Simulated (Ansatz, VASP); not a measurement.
# SnO in VASP and in Ansatz

```xyz
4
Lattice="4.2297 0.0000 0.0000 0.0000 3.3743 0.0000 0.0000 0.0000 4.8360" Properties=species:S:1:pos:R:3 pbc="T T T"
Sn    0.0000    1.6871    1.1534
Sn    2.1149    0.0000    3.6826
O     0.0000    0.0000    0.0000
O     2.1149    1.6871    0.0000
```

Change from the starting cell: strain +0.1125 x Voigt [1, -1, 0, 0, 0, 0], atoms carried along.

Alike in both runs: task single point; functional PBEsol; k mesh 12 × 12 × 10; occupations gaussian, width 0.15 eV; no spin polarisation.

|  | VASP | Ansatz |
| --- | --- | --- |
| version | VASP 6.6.1 | Ansatz 0.2.0 |
| potentials or method | VASP PAW PBE potentials, release 64 (Sn_d, O), cutoff 520 eV | scalar-relativistic, plane waves, PAW |
| valence electrons in the cell | 40 | 40 |

Ansatz gave:

| Item | Value |
| --- | --- |
| gap on the k mesh at the Fermi level (eV) | none |
| pressure (GPa) | 6.0 |
| traceless stress, the component that is largest in VASP (GPa) | 9.48 |
| rms of the force components (eV/Å) | 0.867 |

Question: Estimate VASP's values.

Answer: gap on the k mesh at the Fermi level (eV): none; pressure (GPa): 6.2; traceless stress, the component that is largest in VASP (GPa): 9.74; rms of the force components (eV/Å): 0.909.

VASP's potentials were made for PBE, not for PBEsol. Atom by atom the forces differ by 0.046 eV/Å (rms over components). A gap of «none» marks a metal or a gap that the smearing closes. The functional is the same, so the differences come from potentials, cutoffs and numerics.
